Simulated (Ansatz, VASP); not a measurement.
**CdF2: VASP beside Ansatz**

```
Cd F
1.0
     0.00000    2.83825    2.69066
     2.83825    0.00000    2.69066
     2.83825    2.83825    0.00000
Cd F
1 2
Direct
  0.00000 0.00000 0.00000
  0.25000 0.25000 0.25000
  0.75000 0.75000 0.75000
```

Alike in both runs: task single point; functional PBE; k mesh 8 × 8 × 8; occupations gaussian, width 0.05 eV; no spin polarisation.

|  | VASP | Ansatz |
| --- | --- | --- |
| version | VASP 6.6.1 | Ansatz 0.2.0 |
| potentials or method | VASP PAW PBE potentials, release 64 (Cd, F), cutoff 520 eV | scalar-relativistic, plane waves, PAW |
| valence electrons in the cell | 26 | 34 |

|  | VASP | Ansatz | Ansatz less VASP |
| --- | --- | --- | --- |
| gap on the k mesh at the Fermi level (eV) | 2.60 | 2.63 | +0.028 |
| least direct gap on the mesh (eV) | 3.14 | 3.17 | +0.033 |
| pressure (GPa) | -3.9 | -4.3 | -0.38 |
| traceless stress, the component that is largest in VASP (GPa) | 3.58 | 3.63 | +0.042 |

The functional is the same, so the differences come from potentials, cutoffs and numerics. VASP's potentials hold 26 valence electrons a cell and Ansatz's 34, so a difference there can come from the potentials and not from the codes.
